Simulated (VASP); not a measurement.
A run of VASP 6.6.1 is set up as follows.

File INCAR:

```
  ALGO = Fast
  EDIFF = 1E-6
  ENCUT = 520
  GGA = PE
  ISIF = 2
  ISMEAR = 0
  LASPH = T
  LCHARG = T
  LELF = T
  LREAL = F
  LVHAR = T
  LWAVE = F
  NBANDS = 12
  NELM = 80
  PREC = Accurate
  SIGMA = 0.15
```

KPOINTS

```
k-points
0
Gamma
  20 20 20
```

File POSCAR:

```
Ti
1.0
   -1.8066566543      1.8066566543      1.6276186075
    1.8066566543     -1.8066566543      1.6276186075
    1.4485805607      1.4485805607     -1.6276186075
Ti
1
Direct
    0.0000000000      0.0000000000      0.0000000000
```

Potentials or basis: VASP PAW PBE potentials, release 64 (Ti_sv).

Command:

```sh
$ cat potpaw_PBE.64/Ti_sv/POTCAR > POTCAR
$ mpirun -np 1 vasp_std > vasp.out
```

Task: Estimate the band gap on the k mesh.

Result: Zero (band 6 reaches 9.46 eV, above the bottom of band 7 at 7.60 eV).

Task: What does it give for the pressure?

Result: 0.7 GPa.

Stress tensor (GPa, compression positive):
```
-0.48  6.33  0.00
 6.33 -0.48  0.00
 0.00  0.00  2.98
```

Caveat: the cell differs from its parent crystal (engineering shear strain xy -0.2200, normal strain along z +0.0000).
